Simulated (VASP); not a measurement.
Write the native input for VASP 6.6.1 that does the following.

| Quantity | Value |
| --- | --- |
| Task | single point |
| Functional | PBE |
| Potentials or basis | VASP PAW PBE potentials, release 64 (Li_sv, H) |
| Cutoff | 750 eV |
| k mesh | 3 × 3 × 3 |
| Occupations | gaussian, width 0.01 eV |
| Spin | no spin polarisation |
| Dipole correction | no |
| Further INCAR settings | ALGO = Normal; EDIFF = 1e-06; NBANDS = 9 |

The structure of LiH lies in POSCAR:

```
LiH
1.0
    0.0000000000      2.0144020223      2.0144020223
    2.0144020223      0.0000000000      2.0144020223
    2.0144020223      2.0144020223      0.0000000000
Li H
1 1
Direct
    0.0000000000      0.0000000000      0.0000000000
    0.5000000000      0.5000000000      0.5000000000
```

One way to write it, as run:

INCAR

```
SYSTEM = LiH
PREC = Accurate
ENCUT = 750
EDIFF = 1E-6
ISMEAR = 0
SIGMA = 0.01
LREAL = .FALSE.
LASPH = .TRUE.
NELM = 120
ALGO = Normal
ISIF = 2
LWAVE = .FALSE.
LCHARG = .FALSE.
GGA = PE
NBANDS = 9
GGA_COMPAT = .FALSE.
```

KPOINTS

```
regular mesh
0
G
  3 3 3
  0 0 0
```

Potentials or basis: VASP PAW PBE potentials, release 64 (Li_sv, H).

The run is started by

```sh
$ cat potpaw_PBE.64/Li_sv/POTCAR potpaw_PBE.64/H/POTCAR > POTCAR
$ mpirun -np 1 vasp_std > vasp.out
```

Results of the run:

```yaml
Pressure: -1.1 GPa
Band_gap_on_the_k_mesh: 6.08 eV, direct
```

Caveat: the k points lie up to 0.90 Å⁻¹ apart.

It took 2.8 s on 1 thread of Intel(R) Xeon(R) Platinum 8488C (Sapphire Rapids), with other jobs on the host, peak memory 0.14 GiB.
